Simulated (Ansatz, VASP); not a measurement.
## One calculation of Ga2O, two programs

```
Ga O
1.0
     0.00000    2.69981    6.43545
     1.43056    0.00000    6.43545
     1.43056    2.69981    0.00000
Ga O
2 1
Direct
  0.38137 0.38137 0.61863
  0.61863 0.61863 0.38137
  0.00000 0.00000 0.00000
```

Change from the starting cell: species swapped into the CdHg2 type (Fmmm, No. 69).

Alike in both runs: functional PBE; k mesh 8 × 8 × 8; occupations gaussian, width 0.1 eV; collinear spin.

Ansatz relaxed the structure, and its values are those at the end. VASP's run is a single point on that final structure, the one shown.

```csv
,VASP,Ansatz
version,VASP 6.6.1,Ansatz 0.2.0
potentials or method,"VASP PAW PBE potentials, release 64 (Ga_d, O), cutoff 520 eV","scalar-relativistic, plane waves, PAW"
valence electrons in the cell,32,32
```

```tsv
	VASP	Ansatz	Ansatz less VASP
gap on the k mesh at the Fermi level (eV)	none	none	-
pressure (GPa)	0.4	0.2	-0.28
rms of the force components (eV/Å)	0.028	0.001	-0.0272
net moment per atom (μB)	0.00	0.00	0.000
```

A gap of «none» marks a metal or a gap that the smearing closes. Ansatz's warnings: seeded moment not kept.
